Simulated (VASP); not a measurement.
The system is HfMo.

```
Hf Mo
1.0
     1.67120   -2.47247    0.00000
     1.67120    2.47247    0.00000
     0.00000    0.00000    4.44701
Hf Mo
1 1
Direct
  0.00000 0.00000 0.00000
  0.50000 0.50000 0.50000
```

Base run:

```yaml
Program: VASP 6.6.1
Functional: PBE
Potentials_or_basis: VASP PAW PBE potentials, release 64 (Hf_pv, Mo_sv)
Cutoff: 520 eV
k_mesh: 10 × 10 × 7
Occupations: fermi-dirac, width 0.05 eV
Spin: collinear spin
Starting_moments: "[1.2, 1.2] μB"
Fixed_moment: 2.4 μB
```

Its results: pressure 6.9 GPa; site moments Hf +0.71; Mo +1.17 μB.

The run is repeated on the same cell with these changes: fixed moment from 2.4 μB to 3.2 μB; moments at the start from [1.2, 1.2] to [1.6, 1.6]. What comes out?

Pressure 12.2 GPa; site moments Hf +0.91; Mo +1.63 μB.

Caveats: the total moment is fixed, so each spin has its own Fermi level and the state may be an excited one; the stress differs along the axes, from 1 to 11 GPa (at least some runs); the stress differs along the axes, from 5 to 18 GPa (at least some runs).
